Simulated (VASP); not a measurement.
## Ta4Al5N9: single point with PBE

The system is Ta4Al5N9.

```xyz
18
Lattice="5.7044 -0.0555 -0.0207 -0.0555 6.2993 0.1412 -0.0207 0.1412 5.7644" Properties=species:S:1:pos:R:3 pbc="T T T"
Al    1.2983    4.2727    3.6112
Al    1.9804    1.4504    4.4229
Al    3.5023    3.2082    3.2230
Al    5.5291    5.3329    1.4598
Al    2.5791   -0.1597    1.1392
N     3.4700    1.4646    3.3673
N     5.6784    0.2070    0.0509
N     1.4963    2.6374    5.8993
N     3.8992    4.9954    2.3802
N     0.7630   -0.4817    2.9696
N     5.7909    3.0612    3.3566
N     2.3326    5.7516    4.8930
N     4.8538    4.2987    5.7031
N     2.1223    2.8860    2.3027
Ta    3.0754    4.0622    6.4198
Ta    0.4811    1.7692    2.2446
Ta    4.4645    5.7315    4.2141
Ta    5.1758    2.2780    5.0614
```

| Property | Result |
| --- | --- |
| Program | VASP 6.6.1 |
| Task | single point |
| Functional | PBE |
| Potentials or basis | VASP PAW PBE potentials, release 64 (Al, N, Ta_pv) |
| Cutoff | 520 eV |
| k mesh | 1 × 1 × 1, shifted |
| Occupations | fermi-dirac, width 0.3447 eV |
| Spin | no spin polarisation |
| Dipole correction | no |
| Mended | yes |
| Further INCAR settings | LREAL = Auto; ALGO = Normal; EDIFF = 1e-06; NBANDS = 67; ISYM = -1 |

* Pressure: 15.7 GPa
* Largest force: 6.288 eV/Å

Forces on the atoms (eV/Å):
```
Al   3.630  1.927  2.144
Al   0.433 -3.041  1.942
Al   4.691  2.107  0.511
Al  -0.146 -2.674 -0.133
Al  -0.831  3.199  0.593
N    4.023 -4.089  1.899
N   -1.684  4.044 -1.472
N   -0.358  0.491 -2.124
N   -1.127 -0.695 -0.860
N   -1.904  2.837 -2.156
N   -5.759  1.858  1.316
N    2.525 -1.091  2.183
N    2.343 -0.101 -0.173
N   -1.670  2.777 -1.485
Ta  -4.099 -3.745 -2.952
Ta   0.573 -4.084 -4.201
Ta  -1.827  2.648  1.252
Ta   1.188 -2.368  3.716
```

Stress tensor (GPa, compression positive):
```
17.45 -2.04  0.99
-2.04 19.75 -1.09
 0.99 -1.09  9.83
```

Levels at points of the mesh, in eV from the Fermi level:
| k point | band 48 | band 49 | band 50 | band 51 | band 52 | band 53 | band 54 | band 55 | band 56 | band 57 |
| --- | --- | --- | --- | --- | --- | --- | --- | --- | --- | --- |
| (0.25, 0.25, 0.25) | -1.75 | -1.09 | -0.58 | -0.42 | -0.21 | 0.03 | 0.61 | 0.80 | 1.08 | 1.37 |

It took 34 s on 1 thread of Intel(R) Xeon(R) Platinum 8559C (Emerald Rapids), on a shared host, peak memory 0.29 GiB.

Caveat: the atoms stand as in a frame of molecular dynamics; spin-orbit coupling is left out, which moves the levels of the heavy elements.
